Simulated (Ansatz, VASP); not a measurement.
# Two plane-wave programs on P

```
P
1.0
     2.43474    0.00000    0.00504
     0.00000    2.43463    0.00000
    -0.00990    0.00000    4.60123
P
2
Direct
  0.00000 0.00000 0.25000
  0.00000 0.00000 0.75000
```

Change from the starting cell: strain +0.000 along x and y, -0.040 along z, atoms carried along.

Alike in both runs: task single point; functional PBEsol; k mesh 24 × 24 × 12; occupations gaussian, width 0.15 eV; no spin polarisation.

|  | VASP | Ansatz |
| --- | --- | --- |
| version | VASP 6.6.1 | Ansatz 0.2.0 |
| potentials or method | VASP PAW PBE potentials, release 64 (P), cutoff 520 eV | scalar-relativistic, plane waves, PAW |
| valence electrons in the cell | 10 | 10 |

VASP gave:

- gap on the k mesh at the Fermi level (eV): none
- pressure (GPa): 6.5
- traceless stress, the component that is largest in VASP (GPa): 11.55

Question: Which values does Ansatz return?

Answer: gap on the k mesh at the Fermi level (eV): none; pressure (GPa): 6.4; traceless stress, the component that is largest in VASP (GPa): 11.55.

VASP's potentials were made for PBE, not for PBEsol. A gap of «none» marks a metal or a gap that the smearing closes.
